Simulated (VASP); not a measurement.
Wanted: the native input for a VASP 6.6.1 run.

```
Task                   : single point
Functional             : PBE
Potentials or basis    : VASP PAW PBE potentials, release 64 (Ca_sv, Ta_pv, O)
Cutoff                 : 520 eV
k mesh                 : 12 × 12 × 12
Occupations            : gaussian, width 0.1 eV
Spin                   : no spin polarisation
Dipole correction      : no
Further INCAR settings : ALGO = Normal; EDIFF = 1e-07; NBANDS = 34
```

The structure of Ca2TaO3 lies in POSCAR:

```
Ca2TaO3
1.0
    2.8153728725      1.6254562858      3.0256926249
   -2.8153728725      1.6254562858      3.0256926249
    0.0000000000     -3.2509125716      3.0256926248
Ca Ta O
2 1 3
Direct
    0.1660008454      0.1660008454      0.1660008454
    0.8339991546      0.8339991546      0.8339991546
    0.5000000000      0.5000000000      0.5000000000
    0.5000000000      0.0000000000      0.5000000000
    0.0000000000      0.5000000000      0.5000000000
    0.5000000000      0.5000000000      0.0000000000
```

The cell was generated, and may not be a known phase.

These files were run (other wordings do the same):

INCAR

```
SYSTEM = Ca2TaO3
PREC     = Accurate       ! precision mode
ENCUT    = 520            ! plane-wave cutoff, eV
EDIFF    = 1E-7           ! SCF threshold, eV
ISMEAR   = 0              ! smearing method
SIGMA    = 0.1            ! smearing width, eV
LREAL    = .FALSE.        ! projectors in reciprocal space
LASPH    = .TRUE.         ! aspherical terms in the spheres
NELM     = 60             ! most SCF steps
ALGO     = Normal         ! electronic algorithm
ISIF     = 2              ! what is computed and relaxed
LWAVE    = .FALSE.        ! write WAVECAR
LCHARG   = .FALSE.        ! write CHGCAR
GGA      = PE             ! functional
NBANDS   = 34             ! bands
```

KPOINTS

```
Automatic mesh
0
G
  12 12 12
  0 0 0
```

Potentials or basis: VASP PAW PBE potentials, release 64 (Ca_sv, Ta_pv, O).

The run is started by

```bash
$ cat potpaw_PBE.64/Ca_sv/POTCAR potpaw_PBE.64/Ta_pv/POTCAR potpaw_PBE.64/O/POTCAR > POTCAR
$ mpirun -np 1 vasp_std > vasp.out
```

It gave:

```json
{
  "Pressure": "0.5 GPa",
  "Largest force": "0.088 eV/Å",
  "Band gap on the k mesh": "zero (an odd number of electrons rules out a gap without spin polarisation)"
}
```

Caveat: spin-orbit coupling is left out, which moves the levels of the heavy elements; an odd number of electrons without spin polarisation forces a metal; a magnetic or distorted state may lie lower.

Run time: 4.2 min on 1 thread of AMD EPYC 9R45 96-Core Processor (Zen 5) (shared host), peak memory 0.54 GiB.
